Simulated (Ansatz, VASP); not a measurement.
# CdSe in VASP and in Ansatz

File INCAR:

```
PREC = Accurate ; ENCUT = 450
EDIFF = 1E-7 ; ISMEAR = 0
SIGMA = 0.02 ; LREAL = False
LASPH = True ; NELM = 120
ALGO = Normal ; ISIF = 2
LWAVE = False ; LCHARG = False
GGA = PE ; IBRION = 2
NSW = 60 ; EDIFFG = -0.002
GGA_COMPAT = False ; NELMIN = 4
```

File KPOINTS:

```
regular mesh
0
Gamma
  8 8 8
```

POSCAR

```
CdSe
1.0
   -0.0247870992      3.1045841801      3.1293712794
    3.1045841801     -0.0247870992      3.1293712794
    3.0797970809      3.0797970809      0.0000000000
Cd Se
1 1
Direct
    0.0000000000      0.0000000000      0.0000000000
    0.2500000000      0.2500000000      0.2500000000
```

Input for Ansatz:

```yaml
crystal:
  lattice:
    - [-0.0247870992, 3.1045841801, 3.1293712794]
    - [3.1045841801, -0.0247870992, 3.1293712794]
    - [3.0797970809, 3.0797970809, 0.0]
  atoms:
    - { symbol: Cd, position: [0.0, 0.0, 0.0] }
    - { symbol: Se, position: [0.25, 0.25, 0.25] }
basis:
  ecutwfc: 420
kpoints:
  mp_grid: { grid: [8, 8, 8] }
hamiltonian:
  xc: pbe
  pseudopotentials: { kind: paw, azcp: { folder: soft_1 } }
scf:
  occupations: { method: gaussian, width: 0.02 }
output:
  forces: true
  stress: true
  eigenvalues: true
relax:
  adjacent_minimum: "off"
  f_tol: 0.002
  max_steps: 40
```

Change from the starting cell: strained cell.

Alike in both runs: task relaxation of the atoms; functional PBE; k mesh 8 × 8 × 8; occupations gaussian, width 0.02 eV; no spin polarisation.

|  | VASP | Ansatz |
| --- | --- | --- |
| version | VASP 6.6.1 | Ansatz 0.2.0 |
| potentials or method | VASP PAW PBE potentials, release 64 (Cd, Se), cutoff 450 eV | scalar-relativistic, plane waves, PAW |
| valence electrons in the cell | 18 | 36 |

```tsv
	VASP	Ansatz	Ansatz less VASP
gap on the k mesh at the Fermi level, each at its own relaxed structure (eV)	0.42	0.42	+0.002
```

VASP's potentials hold 18 valence electrons a cell and Ansatz's 36, so a difference there can come from the potentials and not from the codes. Ansatz's warnings: stress scf threshold loose.
